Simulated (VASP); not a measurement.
**CdS: single point with PBE**

The system is CdS.

```xyz
2
Lattice="0.0000 2.9098 2.9817 2.9098 0.0000 2.9817 2.9098 2.9098 0.0000" Properties=species:S:1:pos:R:3 pbc="T T T"
Cd    0.0000    0.0000    0.0000
S     1.4549    1.4549    1.4908
```

This cell differs from its parent crystal: epitaxial xy strain -1.0%.

- Program: VASP 6.6.1
- Task: single point
- Functional: PBE
- Potentials or basis: VASP PAW PBE potentials, release 64 (Cd, S)
- Cutoff: 520 eV
- k mesh: 8 × 8 × 8
- Occupations: fermi-dirac, width 0.02 eV
- Spin: no spin polarisation
- Dipole correction: no
- Further INCAR settings: ALGO = Normal; EDIFF = 1e-07; NBANDS = 16

```
Pressure               : 2.0 GPa
Band gap on the k mesh : 1.09 eV, direct
```

Stress tensor (GPa, compression positive):
```
2.20 0.00 0.00
0.00 2.20 0.00
0.00 0.00 1.75
```

Levels at points of the mesh, in eV from the valence-band top:
```csv
k point,band 7,band 8,band 9,band 10,band 11,band 12
"(0.00, 0.00, 0.00)",-0.08,0.00,0.00,1.09,6.53,6.53
"(0.50, 0.00, 0.00)",-4.32,-0.80,-0.70,2.96,6.90,7.08
"(0.50, 0.50, 0.00)",-3.99,-1.78,-1.78,3.62,4.44,8.98
"(0.50, 0.00, 0.50)",-3.85,-1.89,-1.85,3.53,4.24,9.21
```

Wall time 73 s on 1 thread of AMD EPYC 7R13, on a shared host, peak memory 0.17 GiB.

Caveat: the cell differs from its parent crystal (epitaxial xy strain -1.0%).
